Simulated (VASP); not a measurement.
**Ti3O4: single point with r2SCAN**

Crystal: Ti3O4.

```
CELL_PARAMETERS angstrom
2.92423 -4.06089 0.00000
2.92423 4.06089 0.00000
0.00000 0.00000 2.99892
ATOMIC_POSITIONS crystal
Ti 0.00000 0.00000 0.50000
Ti 0.50000 0.00000 0.00000
Ti 0.00000 0.50000 0.00000
O 0.76538 0.76538 0.00000
O 0.25732 0.74268 0.50000
O 0.23462 0.23462 0.00000
O 0.74268 0.25732 0.50000
```

```yaml
Program: VASP 6.6.1
Task: single point
Functional: r2SCAN
Potentials_or_basis: VASP PAW PBE potentials, release 64 (Ti_sv, O)
Cutoff: 520 eV
k_mesh: 8 × 8 × 12
Occupations: gaussian, width 0.1 eV
Spin: no spin polarisation
```

```
Pressure               : 1.7 GPa
Largest force          : 0.070 eV/Å
Band gap on the k mesh : zero (bands 30 and 31 overlap by 1.08 eV)
```

Forces on the atoms (eV/Å):
```
Ti   0.000  0.000  0.000
Ti   0.000  0.000  0.000
Ti   0.000  0.000  0.000
O   -0.070  0.000  0.000
O    0.000 -0.062  0.000
O    0.070  0.000  0.000
O    0.000  0.062  0.000
```

Stress tensor (GPa, compression positive):
```
1.51 0.00 0.00
0.00 1.79 0.00
0.00 0.00 1.80
```

Levels at points of the mesh, in eV from the Fermi level:
```
           k point  band 28  band 29  band 30  band 31  band 32  band 33
(0.00, 0.00, 0.00)    -4.32    -2.54    -0.47     0.03     0.51     1.01
(0.50, 0.00, 0.00)    -4.55    -0.69    -0.61     0.10     0.44     0.69
(0.50, 0.50, 0.00)    -4.92    -2.34     0.28     0.68     0.71     0.90
(0.00, 0.00, 0.50)    -5.44     0.45     0.47     0.63     0.73     0.82
(0.50, 0.00, 0.50)    -5.11    -0.82    -0.61     0.45     0.47     1.50
(0.50, 0.50, 0.50)    -5.36    -2.28    -1.98     1.05     1.50     1.67
```

It took 16 min on 1 thread of AMD EPYC 9R45 96-Core Processor (Zen 5), on a shared host, peak memory 0.39 GiB.

Caveat: the PAW data sets were made with another functional, which shifts forces and pressure a little; semilocal functionals often make such compounds metallic where correlation or magnetic order opens a gap, which also shifts bond lengths.
